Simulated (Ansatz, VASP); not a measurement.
## One calculation of TiO2, two programs

POSCAR

```
TiO2
1.0
    4.5973635523      0.0000000000      0.0000000000
    0.0000000000      4.5973635523      0.0000000000
    0.0000000000      0.0000000000      2.9928841877
Ti O
2 4
Direct
    0.0000000000      0.0000000000      0.0390872180
    0.5000000000      0.5000000000      0.5390872180
    0.3051400959      0.3051400959     -0.0584720253
    0.1948599041      0.8051400959      0.4415279747
    0.6948599041      0.6948599041     -0.0584720253
    0.8051400959      0.1948599041      0.4415279747
```

File INCAR.step1:

```
SYSTEM = TiO2
PREC     = Accurate       ! precision mode
ENCUT    = 520            ! plane-wave cutoff, eV
ISMEAR   = 0              ! smearing method
SIGMA    = 0.05           ! smearing width, eV
LREAL    = .False.        ! projectors in reciprocal space
LASPH    = .True.         ! aspherical terms in the spheres
NELM     = 150            ! most SCF steps
LMAXMIX  = 4              ! l up to which the mixer works
LDAU     = .True.         ! DFT+U
LDAUTYPE = 2            
LDAUL    = 2 -1           ! shell
LDAUU    = 4 0            ! U, eV
LDAUJ    = 0 0          
NBANDS   = 33             ! bands
GGA      = PE             ! functional
ALGO     = Normal         ! electronic algorithm
EDIFF    = 1E-4           ! SCF threshold, eV
LWAVE    = .True.         ! write WAVECAR
LCHARG   = .False.        ! write CHGCAR
```

Contents of INCAR.step2:

```
SYSTEM = TiO2
PREC     = Accurate       ! precision mode
ENCUT    = 520            ! plane-wave cutoff, eV
EDIFF    = 1E-6           ! SCF threshold, eV
ISMEAR   = 0              ! smearing method
SIGMA    = 0.05           ! smearing width, eV
LREAL    = .False.        ! projectors in reciprocal space
LASPH    = .True.         ! aspherical terms in the spheres
NELM     = 150            ! most SCF steps
ALGO     = Normal         ! electronic algorithm
ISIF     = 2              ! what is computed and relaxed
LWAVE    = .False.        ! write WAVECAR
LCHARG   = .False.        ! write CHGCAR
LMAXMIX  = 4              ! l up to which the mixer works
LDAU     = .True.         ! DFT+U
LDAUTYPE = 2            
LDAUL    = 2 -1           ! shell
LDAUU    = 4 0            ! U, eV
LDAUJ    = 0 0          
LDAUPRINT= 1            
METAGGA  = R2SCAN         ! meta-GGA
LMIXTAU  = .True.       
NBANDS   = 33             ! bands
ISTART   = 1
```

Contents of KPOINTS:

```
Automatic mesh
0
Gamma
  6 6 8
  0 0 0
```

Input for Ansatz:

```yaml
crystal:
  lattice:
    - [4.5973635523, 0.0, 0.0]
    - [0.0, 4.5973635523, 0.0]
    - [0.0, 0.0, 2.9928841877]
  atoms:
    - { symbol: Ti, position: [0.0, 0.0, 0.039087218] }
    - { symbol: Ti, position: [0.5, 0.5, 0.539087218] }
    - { symbol: O, position: [0.3051400959, 0.3051400959, -0.0584720253] }
    - { symbol: O, position: [0.1948599041, 0.8051400959, 0.4415279747] }
    - { symbol: O, position: [0.6948599041, 0.6948599041, -0.0584720253] }
    - { symbol: O, position: [0.8051400959, 0.1948599041, 0.4415279747] }
basis:
  ecutwfc: 500
kpoints:
  mp_grid: { grid: [6, 6, 8] }
hamiltonian:
  xc: r2scan
  hubbard: { sites: [{ species: Ti, l: d, u_eff: 4.0 }] }
scf:
  occupations: { method: gaussian, width: 0.05 }
output:
  forces: true
  stress: true
  eigenvalues: true
```

Change from the starting cell: mode 8 (254.5 1/cm) frozen in, largest displacement +0.175 Å.

Alike in both runs: task single point; functional r2SCAN; k mesh 6 × 6 × 8; occupations gaussian, width 0.05 eV; no spin polarisation; Hubbard terms Ti d U = 4.0 eV.

|  | VASP | Ansatz |
| --- | --- | --- |
| version | VASP 6.6.1 | Ansatz 0.2.0 |
| potentials or method | VASP PAW PBE potentials, release 64 (Ti_sv, O), cutoff 520 eV | scalar-relativistic, plane waves, PAW |
| valence electrons in the cell | 48 | 48 |

Ansatz gave:

| Quantity | Value |
| --- | --- |
| gap on the k mesh at the Fermi level (eV) | 3.51 |
| least direct gap on the mesh (eV) | 3.95 |
| pressure (GPa) | 12.3 |
| traceless stress, the component that is largest in VASP (GPa) | 3.66 |
| rms of the force components (eV/Å) | 1.347 |

Task: Which values does VASP return?

Result: gap on the k mesh at the Fermi level (eV): 3.59; least direct gap on the mesh (eV): 4.04; pressure (GPa): 18.6; traceless stress, the component that is largest in VASP (GPa): 4.81; rms of the force components (eV/Å): 1.864.

VASP's potentials were made for PBE, not for r2SCAN. The programs project onto different local orbitals, so the same U acts differently, and such runs can settle in different states. Atom by atom the forces differ by 0.516 eV/Å (rms over components).
